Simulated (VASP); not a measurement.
A run of VASP 6.6.1 is set up as follows.

The input INCAR:

```
SYSTEM = Li
  PREC = Accurate
  ENCUT = 520
  EDIFF = 1E-7
  ISMEAR = -1
  SIGMA = 0.1
  LREAL = .False.
  LASPH = .True.
  NELM = 80
  ALGO = Normal
  ISIF = 2
  LWAVE = .False.
  LCHARG = .False.
  GGA = CA
  NBANDS = 8
```

Contents of KPOINTS:

```
Automatic mesh
0
Gamma
  22 22 22
  0 0 0
```

File POSCAR:

```
Li
1.0
    0.0000000000      1.9226533392      1.9226533392
    1.9226533392      0.0000000000      1.9226533392
    1.9226533392      1.9226533392      0.0000000000
Li
1
Direct
    0.0000000000      0.0000000000      0.0000000000
```

Potentials or basis: VASP PAW LDA potentials, release 64 (Li_sv).

Command:

```sh
$ cat potpaw_LDA.64/Li_sv/POTCAR > POTCAR
$ mpirun -np 1 vasp_std > vasp.out
```

(1) What does it give for the band gap on the k mesh?

## Answers

(1) zero (an odd number of electrons rules out a gap without spin polarisation).
